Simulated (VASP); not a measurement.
# Zr (P6_3/mmc) in VASP: notebook, part 2 of 2

VASP 6.6.1. Earlier steps stand in the parts before.

## Step 5: Relaxation of cell and atoms, PBE, target pressure 26 GPa, at which the enthalpy is minimised

This run uses another cell than the first one, of 19.09 Å³/atom, 1.002 times its volume.

Contents of INCAR:

```
PREC = Accurate
ENCUT = 600
EDIFF = 1E-7
ISMEAR = -1
SIGMA = 0.08
LREAL = F
LASPH = T
NELM = 100
ALGO = Normal
ISIF = 3
LWAVE = F
LCHARG = F
GGA = PE
IBRION = 2
NSW = 60
EDIFFG = -0.005
PSTRESS = 260.0
```

Contents of KPOINTS:

```
Automatic mesh
0
Gamma
  15 15 8
```

Contents of POSCAR:

```
Zr
1.0
    3.0077414280      0.0000000000      0.0000000000
   -1.5038707140      2.6047804846      0.0000000000
    0.0000000000      0.0000000000      4.8725411133
Zr
2
Direct
    0.3333333333      0.6666666667      0.2500000000
    0.6666666667      0.3333333333      0.7500000000
```

Potentials or basis: VASP PAW PBE potentials, release 64 (Zr_sv).

Started as:

```console
$ cat potpaw_PBE.64/Zr_sv/POTCAR > POTCAR
$ mpirun -np 1 vasp_std > vasp.out
```

OUTCAR:

```text
PREC = Accurate
   ENCUT = 600
   EDIFF = 1E-7
   ISMEAR = -1
   LREAL = F
   LASPH = T
   NELM = 100
   ISIF = 3
   GGA = PE
   IBRION = 2
   NSW = 60
   EDIFFG = -0.005
   PSTRESS = 260.0

 ion  position               nearest neighbor table
   1  0.333  0.667  0.250-   2 2.99   2 2.99   2 2.99   2 2.99   2 2.99   2 2.99
   2  0.667  0.333  0.750-   1 2.99   1 2.99   1 2.99   1 2.99   1 2.99   1 2.99

  LATTYP: Found a hexagonal cell.
 ALAT       =     3.0077414280
 C/A-ratio  =     1.6200000000

  Lattice vectors:

 A1 = (   3.0077414280,   0.0000000000,   0.0000000000)
 A2 = (  -1.5038707140,   2.6047804846,   0.0000000000)
 A3 = (   0.0000000000,   0.0000000000,   4.8725411133)

Analysis of symmetry for initial positions (statically):
[... 365 lines left out ...]
 number of electron      24.0000000 magnetization

 Free energy of the ion-electron system (eV)
  ---------------------------------------------------
  ext. energy  EPLUGINS =         0.00000000
  ---------------------------------------------------
  free energy    TOTEN  =       -16.44328168 eV

  energy without entropy =      -16.40564570  energy(sigma->0) =      -16.42446369

 E-fermi :  11.3812     XC(G=0): -12.0270

 val. band max:       11.3760399039   @ k =   0.3333   0.2000   0.2500
 cond. band min:      11.3813395238   @ k =   0.2000   0.0667   0.3750
 fundamental gap:      0.0052996199
 Fermi energy:        11.3812179690

 k-point     1 :       0.0000    0.0000    0.0000
  band No.  band energies     occupation
      1     -37.1197      2.00000
      2     -36.8220      2.00000
      3     -16.0055      2.00000
      4     -14.4155      2.00000
      5     -14.4155      2.00000
      6     -14.2793      2.00000
[... 433 lines left out ...]
      3     -15.7197      2.00000
      4     -15.4488      2.00000
      5     -15.1191      2.00000
      6     -15.0942      2.00000
[... 8 lines left out ...]
     15      13.2629      0.00000
     16      16.4200      0.00000

 [... further k-points ...]
[... 5 lines left out ...]
  --------------------------------------------------------------------------------------
  -------------------------------------------------------------------------------------
  Total        6.1836873      6.1836873      6.1900477     -0.0000000     -0.0000000      0.0000000
  in kB      260.0341847    260.0341847    260.3016527     -0.0000000     -0.0000000      0.0000000
  external PRESSURE =       0.1233407 kB  Pullay stress =     260.0000000 kB
[... 21 lines left out ...]
  energy  without entropy=      -16.4056457000  energy(sigma->0) =      -16.42446369

  enthalpy is  TOTEN    =       -10.2604073258 eV   P V=        6.1828743548

 reached required accuracy - stopping structural energy minimisation
```

OSZICAR:

```text
N       E                     dE             d eps       ncg     rms          rms(c)
DAV:   1     0.242781435519E+03    0.24278E+03   -0.15035E+04  4320   0.170E+03
DAV:   2    -0.139760093388E+01   -0.24418E+03   -0.24168E+03  5408   0.448E+02
DAV:   3    -0.165587969983E+02   -0.15161E+02   -0.15063E+02  8048   0.867E+01
[... 51 lines left out ...]
DAV:   2    -0.164432827459E+02    0.26857E-05   -0.94306E-06  5112   0.310E-02    0.624E-03
DAV:   3    -0.164432822299E+02    0.51592E-06   -0.36660E-06  6808   0.152E-02    0.375E-03
DAV:   4    -0.164432820152E+02    0.21478E-06   -0.20542E-07  3784   0.293E-03    0.142E-03
DAV:   5    -0.164432817171E+02    0.29806E-06   -0.22724E-07  3264   0.318E-03    0.452E-04
DAV:   6    -0.164432816806E+02    0.36468E-07   -0.30458E-08  2280   0.154E-03
   6 F= -.10260407E+02 E0= -.10241589E+02  d E =-.432873E-03
```

It took 3.5 min on 1 thread of Intel Xeon 6975P-C, shared host; peak memory 0.23 GiB.

What came out:

- Free energy: -16.4433 eV
- Relaxed volume: 19.05 Å³/atom
- Relaxed cell: a = 2.982 Å, b = 2.982 Å, c = 4.948 Å, α = 90.00°, β = 90.00°, γ = 120.00°
- Space group after relaxing (to 0.05 Å): P6_3/mmc (No. 194)
- Energy change on relaxing (the enthalpy is what falls): +3.4 meV/atom
- Ionic steps: 6
- Pressure after relaxing: 26.0 GPa
- Band gap on the k mesh: zero (band 12 reaches 12.50 eV, above the bottom of band 13 at 11.04 eV)

Step by step:
| step | energy change (eV) | largest force (eV/Å) | pressure (GPa) | volume (Å³) |
| --- | --- | --- | --- | --- |
| 1 | 0.0000 | 0.0000 | 26.10 | 38.17 |
| 2 | -0.0145 | 0.0000 | 25.55 | 38.24 |
| 3 | -0.0195 | 0.0000 | 25.31 | 38.27 |
| 4 | 0.0583 | 0.0000 | 27.35 | 37.79 |
| 5 | 0.0077 | 0.0000 | 26.03 | 38.10 |
| 6 | 0.0069 | 0.0000 | 26.01 | 38.10 |

Final structure:
```cif
data_structure
_symmetry_space_group_name_H-M 'P 1'
_symmetry_Int_Tables_number 1
_cell_length_a 2.9819
_cell_length_b 2.9819
_cell_length_c 4.9478
_cell_angle_alpha 90.000
_cell_angle_beta 90.000
_cell_angle_gamma 120.000
_cell_volume 38.10
loop_
_atom_site_label
_atom_site_type_symbol
_atom_site_fract_x
_atom_site_fract_y
_atom_site_fract_z
_atom_site_occupancy
Zr1 Zr 0.33333 0.66667 0.25000 1
Zr2 Zr 0.66667 0.33333 0.75000 1
```

Levels at points of the mesh, in eV from the Fermi level:
```
           k point  band 10  band 11  band 12  band 13  band 14  band 15
(0.00, 0.00, 0.00)    -3.54     0.67     0.97     0.97     1.76     1.76
(0.00, 0.00, 0.50)    -4.00    -0.13    -0.13     0.94     0.94     0.94
```

Caveat: the cell is relaxed towards a set pressure, so the enthalpy falls and the energy may rise.

## Step 6: Summary

| task | cell | cutoff (eV) | gap on the mesh (eV) | pressure (GPa) |
| --- | --- | --- | --- | --- |
| single point | a = 2.981, b = 2.981, c = 4.950 Å, angles 90.0, 90.0, 120.0°, 2 atoms | 520 | none | 26.0 |
| single point | a = 2.981, b = 2.981, c = 4.951 Å, angles 90.0, 90.0, 120.0°, 2 atoms | 520 | none | 26.0 |
| relaxation of cell and atoms | relaxed to 26 GPa from a = 2.981, b = 2.981, c = 4.950 Å, angles 90.0, 90.0, 120.0°, 2 atoms | 600 | none | 26.0 |
| relaxation of cell and atoms | relaxed to 26 GPa from a = 3.008, b = 3.008, c = 4.873 Å, angles 90.0, 90.0, 120.0°, 2 atoms | 600 | none | 26.0 |

Alike in all rows: level PBE; potentials or basis VASP PAW PBE potentials, release 64 (Zr_sv); no spin polarisation; k mesh 15 × 15 × 8; smearing fermi-dirac 0.08 eV.

Caveats: the cell is relaxed towards a set pressure, so the enthalpy falls and the energy may rise (some runs).

Total energies depend on the potentials used, so only differences within one code and one set of settings carry meaning.
